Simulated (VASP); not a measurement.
# Os (P6_3/mmc) in VASP: a series of runs

Runs on Os. Level: LDA. Tasks: single point.

Everything below comes from runs of VASP 6.6.1. Logs are shortened: lines on timing, memory, paths and dates and some standing lists are left out, and cuts for length are marked.

## 1. The cell of the first run

The structure is hexagonal, space group P6_3/mmc (No. 194). The conventional cell has a = 2.718 Å, b = 2.718 Å, c = 4.284 Å, α = 90.00°, β = 90.00°, γ = 120.00°. Within 3.5 Å of Os (site symmetry -6m2) lie 12 Os at 2.66 to 2.72 Å.

## 2. Single point, LDA

File INCAR:

```
ALGO = Normal ; EDIFF = 1E-6
ENCUT = 560 ; GGA_COMPAT = F
ISIF = 2 ; ISMEAR = 0
LASPH = T ; LCHARG = T
LELF = T ; LREAL = F
LVHAR = T ; LWAVE = F
NBANDS = 23 ; NELM = 120
PREC = Accurate ; SIGMA = 1.0
```

File KPOINTS:

```
k-points
0
Gamma
  13 13 8
```

File POSCAR:

```
Os
1.0
    2.7175247593      0.0000000000      0.0000000000
   -1.3587623796      2.3534454770      0.0000000000
    0.0000000000      0.0000000000      4.2844606214
Os
2
Direct
    0.3333333333      0.6666666667      0.2500000000
    0.6666666667      0.3333333333      0.7500000000
```

Potentials or basis: VASP PAW LDA potentials, release 64 (Os_sv_GW).

Command:

```console
> cat potpaw_LDA.64/Os_sv_GW/POTCAR > POTCAR
> mpirun -np 1 vasp_std > vasp.out
```

OUTCAR:

```text
EDIFF = 1E-6
   ENCUT = 560
   ISIF = 2
   ISMEAR = 0
   LASPH = T
   LREAL = F
   NELM = 120
   PREC = Accurate

 ion  position               nearest neighbor table
   1  0.333  0.667  0.250-   2 2.66   2 2.66   2 2.66   2 2.66   2 2.66   2 2.66
   2  0.667  0.333  0.750-   1 2.66   1 2.66   1 2.66   1 2.66   1 2.66   1 2.66

  LATTYP: Found a hexagonal cell.
 ALAT       =     2.7175247593
 C/A-ratio  =     1.5766040794

  Lattice vectors:

 A1 = (   2.7175247593,   0.0000000000,   0.0000000000)
 A2 = (  -1.3587623796,   2.3534454770,   0.0000000000)
 A3 = (   0.0000000000,   0.0000000000,   4.2844606214)

Analysis of symmetry for initial positions (statically):
=====================================================================
 Subroutine PRICEL returns:
 Original cell was already a primitive cell.

 Routine SETGRP: Setting up the symmetry group for a
 hexagonal supercell.

 Subroutine GETGRP returns: Found 24 space group operations
 (whereof 12 operations were pure point group operations)
 out of a pool of 24 trial point group operations.

The static configuration has the point symmetry D_3d.
 The point group associated with its full space group is D_6h.

Analysis of symmetry for dynamics (positions and initial velocities):
=====================================================================
 Subroutine PRICEL returns:
 Original cell was already a primitive cell.

 Routine SETGRP: Setting up the symmetry group for a
 hexagonal supercell.

 Subroutine GETGRP returns: Found 24 space group operations
 (whereof 12 operations were pure point group operations)
 out of a pool of 24 trial point group operations.

The dynamic configuration has the point symmetry D_3d.
 The point group associated with its full space group is D_6h.

 Subroutine INISYM returns: Found 24 space group operations
 (whereof 12 operations are pure point group operations),
 and found     1 'primitive' translations

----------------------------------------------------------------------------------------

                                     Primitive cell

  volume of cell :      27.4015

  direct lattice vectors                    reciprocal lattice vectors
     2.717524759  0.000000000  0.000000000     0.367981928  0.212454465  0.000000000
    -1.358762380  2.353445477  0.000000000     0.000000000  0.424908930  0.000000000
     0.000000000  0.000000000  4.284460621     0.000000000  0.000000000  0.233401608

  length of vectors
     2.717524759  2.717524759  4.284460621     0.424908930  0.424908930  0.233401608

  position of ions in fractional coordinates (direct lattice)
     0.333333333  0.666666667  0.250000000
     0.666666667  0.333333333  0.750000000

  ion indices of the primitive-cell ions
   primitive index   ion index
                 1           1
                 2           2

----------------------------------------------------------------------------------------

 KPOINTS: k-points

Automatic generation of k-mesh.
 Grid dimensions read from file:
 generate k-points for:   13   13    8

 Generating k-lattice:

  Cartesian coordinates                     Fractional coordinates (reciprocal lattice)
     0.028306302  0.016342651  0.000000000     0.076923077  0.000000000  0.000000000
     0.000000000  0.032685302  0.000000000     0.000000000  0.076923077  0.000000000
     0.000000000  0.000000000  0.029175201     0.000000000  0.000000000  0.125000000

  Length of vectors
     0.032685302  0.032685302  0.029175201

  Shift w.r.t. Gamma in fractional coordinates (k-lattice)
     0.000000000  0.000000000  0.000000000

 Subroutine IBZKPT returns following result:
 ===========================================

 Found    105 irreducible k-points:

 Following reciprocal coordinates:
            Coordinates               Weight
  0.000000  0.000000  0.000000      1.000000
  0.076923  0.000000  0.000000      6.000000
  0.153846 -0.000000  0.000000      6.000000
  0.230769 -0.000000  0.000000      6.000000
  0.307692 -0.000000  0.000000      6.000000
  0.384615 -0.000000  0.000000      6.000000
[... 16 lines left out ...]
  0.076923  0.000000  0.125000     12.000000
  0.153846 -0.000000  0.125000     12.000000
 [... further k-points ...]
   k-points           NKPTS =    105   k-points in BZ     NKDIM =    105   number of bands    NBANDS=     23
   number of dos      NEDOS =    301   number of ions     NIONS =      2
   total plane-waves  NPLWV =  20736
   dimension x,y,z NGX =    24 NGY =   24 NGZ =   36
   dimension x,y,z NGXF=    48 NGYF=   48 NGZF=   72
   ions per type =               2
   NGX,Y,Z   is equivalent  to a cutoff of  14.68, 14.68, 13.97 a.u.
   NGXF,Y,Z  is equivalent  to a cutoff of  29.36, 29.36, 27.94 a.u.
 SYSTEM =  unknown system
   PREC   = accura    normal or accurate (medium, high low for compatibility)
   ISTART =      0    job   : 0-new  1-cont  2-samecut
   ICHARG =      2    charge: 1-file 2-atom 10-const
   ISPIN  =      1    spin polarized calculation?
   LNONCOLLINEAR =      F non collinear calculations
   LSORBIT =      F    spin-orbit coupling
   LASPH  =      T    aspherical Exc in radial PAW
   ENCUT  =  560.0 eV  41.16 Ry    6.42 a.u.   5.24  5.24  8.27*2*pi/ulx,y,z
   NELM   =    120;   NELMIN=  2; NELMDL= -5     # of ELM steps
   EDIFF  = 0.1E-05   stopping-criterion for ELM
   LREAL  =      F    real-space projection
[... 7 lines left out ...]
   TEBEG  =    0.0;   TEEND  =   0.0 temperature during run
   PSTRESS=    0.0 pullay stress
   NELECT =      32.0000    total number of electrons
   NUPDOWN=      -1.0000    fix difference up-down
   EMIN   =  10.00;   EMAX   =-10.00  energy-range for DOS
   EFERMI =   0.00;   METHOD = LEGACY
   ISMEAR =     0;   SIGMA  =   1.00  broadening in eV -4-tet -1-fermi 0-gaus
   EFERMI_NEDOS =   21; number of points for ismear=-14 and -15
   IALGO  =     38    algorithm
   IMIX   =      4    mixing-type and parameters
     AMIX     =   0.40;   BMIX     =  1.00
     AMIX_MAG =   1.60;   BMIX_MAG =  1.00
  volume/ion in A,a.u.               =      13.70        92.46
  Fermi-wavevector in a.u.,A,eV,Ry     =   1.723985  3.257860 40.438219  2.972125
  Thomas-Fermi vector in A             =   2.799759
   LORBIT       =      0    0 simple, 1 ext, 2 COOP (PROOUT), +10 PAW based schemes
   GGA     = CA    functional components
   LHFCALC =     F    Hartree Fock is set to
   AEXX    =    0.0000 exact exchange contribution
   IVDW    =     0    specifies the selected vdW correction
   LEPSILON=     F    determine dielectric tensor
   LRPA    =     F    only Hartree local field effects (RPA)
 non-spin polarized calculation
 Gauss-broadening in eV      SIGMA  =   1.00
  energy-cutoff  :      560.00
  volume of cell :       27.40
 maximum number of plane-waves:       836
 NGX is ok and might be reduce to    24
   NGX = 11   NGY = 11   NGZ = 17

 number of electron      31.9999999 magnetization

 Free energy of the ion-electron system (eV)
  ---------------------------------------------------
  ext. energy  EPLUGINS =         0.00000000
  ---------------------------------------------------
  free energy    TOTEN  =       -27.92664861 eV

  energy without entropy =      -27.27894403  energy(sigma->0) =      -27.60279632

 E-fermi :  13.9762     XC(G=0): -14.9415

 val. band max:       13.9733602376   @ k =   0.0769   0.0769   0.3750
 cond. band min:      13.9949870876   @ k =   0.3077   0.0769   0.2500
 fundamental gap:      0.0216268500
 Fermi energy:        13.9762333645

 k-point     1 :       0.0000    0.0000    0.0000
  band No.  band energies     occupation
      1     -72.3018      2.00000
      2     -72.1703      2.00000
      3     -32.5872      2.00000
      4     -31.5604      2.00000
      5     -31.5604      2.00000
      6     -31.3654      2.00000
[... 15 lines left out ...]
     22      27.2907      0.00000
     23      29.7710      0.00000

 k-point     2 :       0.0769    0.0000    0.0000
  band No.  band energies     occupation
      1     -72.2962      2.00000
      2     -72.1684      2.00000
      3     -32.5650      2.00000
      4     -31.6075      2.00000
      5     -31.5764      2.00000
      6     -31.4146      2.00000
[... 15 lines left out ...]
     22      27.8104      0.00000
     23      30.0862      0.00000

 k-point     3 :       0.1538   -0.0000    0.0000
  band No.  band energies     occupation
      1     -72.2812      2.00000
      2     -72.1632      2.00000
      3     -32.5011      2.00000
      4     -31.7377      2.00000
      5     -31.6199      2.00000
      6     -31.5489      2.00000
[... 15 lines left out ...]
     22      29.0843      0.00000
     23      30.6801      0.00000

 k-point     4 :       0.2308   -0.0000    0.0000
  band No.  band energies     occupation
      1     -72.2590      2.00000
      2     -72.1563      2.00000
      3     -32.4027      2.00000
      4     -31.9201      2.00000
      5     -31.7316      2.00000
      6     -31.6781      2.00000
[... 15 lines left out ...]
     22      28.8155      0.00000
     23      29.8186      0.00000

 k-point     5 :       0.3077   -0.0000    0.0000
  band No.  band energies     occupation
      1     -72.2337      2.00000
      2     -72.1509      2.00000
      3     -32.2822      2.00000
      4     -32.1133      2.00000
      5     -31.9186      2.00000
      6     -31.7381      2.00000
[... 434 lines left out ...]
 k-point    22 :       0.0000    0.0000    0.1250
  band No.  band energies     occupation
      1     -72.2965      2.00000
      2     -72.1753      2.00000
      3     -32.5409      2.00000
      4     -31.5532      2.00000
      5     -31.5532      2.00000
      6     -31.3726      2.00000
[... 15 lines left out ...]
     22      26.8830      0.00000
     23      30.4543      0.00000

 k-point    23 :       0.0769    0.0000    0.1250
  band No.  band energies     occupation
      1     -72.2913      2.00000
      2     -72.1730      2.00000
      3     -32.5210      2.00000
      4     -31.5988      2.00000
      5     -31.5686      2.00000
      6     -31.4400      2.00000
[... 15 lines left out ...]
     22      27.3949      0.00000
     23      30.7379      0.00000

 k-point    24 :       0.1538   -0.0000    0.1250
  band No.  band energies     occupation
      1     -72.2766      2.00000
      2     -72.1676      2.00000
      3     -32.4649      2.00000
      4     -31.7251      2.00000
      5     -31.6112      2.00000
      6     -31.5809      2.00000
[... 15 lines left out ...]
     22      28.7022      0.00000
     23      30.7327      0.00000

 [... further k-points ...]

------------------------ aborting loop because EDIFF is reached ----------------------------------------

  FORCE on cell =-STRESS in cart. coord.  units (eV):
  Direction    XX          YY          ZZ          XY          YZ          ZX
  --------------------------------------------------------------------------------------
  -------------------------------------------------------------------------------------
  Total        0.3930136      0.3930136      0.9083904      0.0000000      0.0000000      0.0000000
  in kB       22.9796980     22.9796980     53.1140379      0.0000000      0.0000000      0.0000000
  external PRESSURE =      33.0244780 kB  Pullay stress =       0.0000000 kB

 VOLUME and BASIS-vectors are now :
 -----------------------------------------------------------------------------
  energy-cutoff  :      560.00
  volume of cell :       27.40
      direct lattice vectors                 reciprocal lattice vectors
     2.717524759  0.000000000  0.000000000     0.367981928  0.212454465  0.000000000
    -1.358762380  2.353445477  0.000000000     0.000000000  0.424908930  0.000000000
     0.000000000  0.000000000  4.284460621     0.000000000  0.000000000  0.233401608

 POSITION                                       TOTAL-FORCE (eV/Angst)
 -----------------------------------------------------------------------------------
     -0.00000      1.56896      1.07112         0.000000     -0.000000      0.000000
      1.35876      0.78448      3.21335        -0.000000      0.000000      0.000000
 -----------------------------------------------------------------------------------
    total drift:                               -0.000000      0.000000     -0.000000

  FREE ENERGIE OF THE ION-ELECTRON SYSTEM (eV)
  ---------------------------------------------------
  free  energy   TOTEN  =       -27.9266486062 eV

  energy  without entropy=      -27.2789440330  energy(sigma->0) =      -27.60279632
```

Wall time 49 s (1 thread of Intel Xeon Platinum 8259CL at 2.50GHz (Skylake/Cascade Lake), shared host); peak memory 0.19 GiB.

What came out:

```yaml
Free_energy: -27.9266 eV
Pressure: 3.3 GPa
Band_gap_on_the_k_mesh: zero (bands 16 and 17 overlap by 3.97 eV)
```

Caveat: the cell stands under pressure; so wide a smearing shifts energies and pressures; spin-orbit coupling is left out, which moves the levels of the heavy elements.

## 3. Single point, LDA

File INCAR:

```
PREC = Accurate
ENCUT = 560
EDIFF = 1E-6
ISMEAR = 1
SIGMA = 0.1
LREAL = F
LASPH = T
NELM = 120
ALGO = Normal
ISIF = 2
LWAVE = F
LCHARG = T
LELF = T
LVHAR = T
NBANDS = 23
GGA_COMPAT = F
```

File KPOINTS:

```
regular mesh
0
Gamma
  13 13 8
```

POSCAR is that of step 2.

Potentials or basis: VASP PAW LDA potentials, release 64 (Os_sv_GW).

Command:

```console
> cat potpaw_LDA.64/Os_sv_GW/POTCAR > POTCAR
> mpirun -np 1 vasp_std > vasp.out
```

It took 35 s on 1 thread of AMD EPYC 9R45 (Zen 5), shared host; peak memory 0.16 GiB.

Results (log left out):

- Free energy: -27.6219 eV
- Pressure: 0.4 GPa
- Band gap on the k mesh: zero (bands 16 and 17 overlap by 3.96 eV)

Stress tensor (GPa, compression positive):
```
 0.71  0.00  0.00
 0.00  0.71  0.00
 0.00  0.00 -0.23
```

Levels at points of the mesh, in eV from the Fermi level:
```
           k point  band 13  band 14  band 15  band 16  band 17  band 18  band 19  band 20
(0.00, 0.00, 0.00)    -2.94    -2.35    -2.35    -1.70    -1.70     0.11     1.68     1.68
(0.00, 0.00, 0.50)    -3.43    -3.43    -3.43    -3.43     0.88     0.88     0.88     0.88
```

Caveat: spin-orbit coupling is left out, which moves the levels of the heavy elements.

The gap in the log of VASP goes by the Fermi energy; the results here count the filled bands.